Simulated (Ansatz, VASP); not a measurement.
W in VASP and in Ansatz

INCAR

```
  ALGO = Normal
  EDIFF = 1E-7
  EDIFFG = -0.005
  ENCUT = 500
  GGA = PS
  GGA_COMPAT = False
  IBRION = 2
  ISIF = 3
  ISMEAR = -1
  LASPH = True
  LCHARG = False
  LREAL = False
  LWAVE = False
  NELM = 120
  NELMIN = 4
  NSW = 80
  PREC = Accurate
  SIGMA = 0.15
```

KPOINTS

```
k-points
0
Gamma
  15 15 15
```

File POSCAR:

```
W
1.0
   -1.5823450000      1.5823450000      1.5823450000
    1.5823450000     -1.5823450000      1.5823450000
    1.5823450000      1.5823450000     -1.5823450000
W
1
Direct
    0.0000000000      0.0000000000      0.0000000000
```

Input for Ansatz:

```yaml
crystal:
  lattice:
    bravais: bcc
    a: 3.16469
  space_group: 229
  atoms:
    - { symbol: W, position: [0.0, 0.0, 0.0] }
  reduce_to_primitive: true
kpoints:
  mp_grid:
    grid: [15, 15, 15]
hamiltonian:
  xc: pbesol
  dispersion: none
scf:
  occupations:
    method: fermi_dirac
    width: 0.15
relax:
  f_tol: 0.005
  cell: {}
```

Alike in both runs: task relaxation of cell and atoms; functional PBEsol; k mesh 15 × 15 × 15; occupations fermi-dirac, width 0.15 eV; no spin polarisation.

|  | VASP | Ansatz |
| --- | --- | --- |
| version | VASP 6.6.1 | Ansatz 0.2.0 |
| potentials or method | VASP PAW PBE potentials, release 64 (W_sv) | plane waves, PAW |
| plane-wave cutoff (eV) | 500 | 420 |
| valence electrons in the cell | 14 | 14 |

```tsv
	VASP	Ansatz	Ansatz less VASP
relaxed volume (Å³/atom)	15.73	15.70	-0.032
relaxed length of the cell vector where the two differ most in proportion (Å)	2.734	2.732	-0.0019
```

VASP's potentials were made for PBE, not for PBEsol.

Spin-orbit coupling is off throughout.
